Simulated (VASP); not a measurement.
A run of VASP 6.6.1:

File INCAR:

```
SYSTEM = TaSi2
ALGO     = Normal         ! electronic algorithm
EDIFF    = 1E-7           ! SCF threshold, eV
ENCUT    = 520            ! plane-wave cutoff, eV
GGA      = PE             ! functional
ISIF     = 2              ! what is computed and relaxed
ISMEAR   = 0              ! smearing method
LASPH    = .True.         ! aspherical terms in the spheres
LCHARG   = .False.        ! write CHGCAR
LREAL    = .False.        ! projectors in reciprocal space
LWAVE    = .False.        ! write WAVECAR
NBANDS   = 38             ! bands
NELM     = 60             ! most SCF steps
PREC     = Accurate       ! precision mode
SIGMA    = 0.05           ! smearing width, eV
```

KPOINTS

```
k-points
0
Gamma
  9 9 6
  0 0 0
```

POSCAR

```
TaSi2
1.0
    4.5316365199      0.0000000000      0.0000000000
   -2.2658182599      3.9245123470      0.0000000000
    0.0000000000      0.0000000000      6.2235523183
Ta Si
3 6
Direct
    0.5000000000      0.0000000000      0.0000000000
    0.5000000000      0.5000000000      0.6666666667
    0.0000000000      0.5000000000      0.3333333333
    0.1589700000      0.3179400000      0.0000000000
    0.8410300000      0.1589700000      0.6666666667
    0.6820600000      0.8410300000      0.3333333333
    0.8410300000      0.6820600000      0.0000000000
    0.1589700000      0.8410300000      0.6666666667
    0.3179400000      0.1589700000      0.3333333333
```

Potentials or basis: VASP PAW PBE potentials, release 64 (Ta_pv, Si).

Launch:

```console
$ cat potpaw_PBE.64/Ta_pv/POTCAR potpaw_PBE.64/Si/POTCAR > POTCAR
$ mpirun -np 1 vasp_std > vasp.out
```

Hardware: 1 thread of Intel(R) Xeon(R) 6975P-C (Granite Rapids) (shared host).

Question: Estimate the wall time of this run.

Answer: Wall time 89 s on 1 thread of Intel(R) Xeon(R) 6975P-C (Granite Rapids), on a shared host, peak memory 0.33 GiB. Counts: scf iterations 15, k points 48.
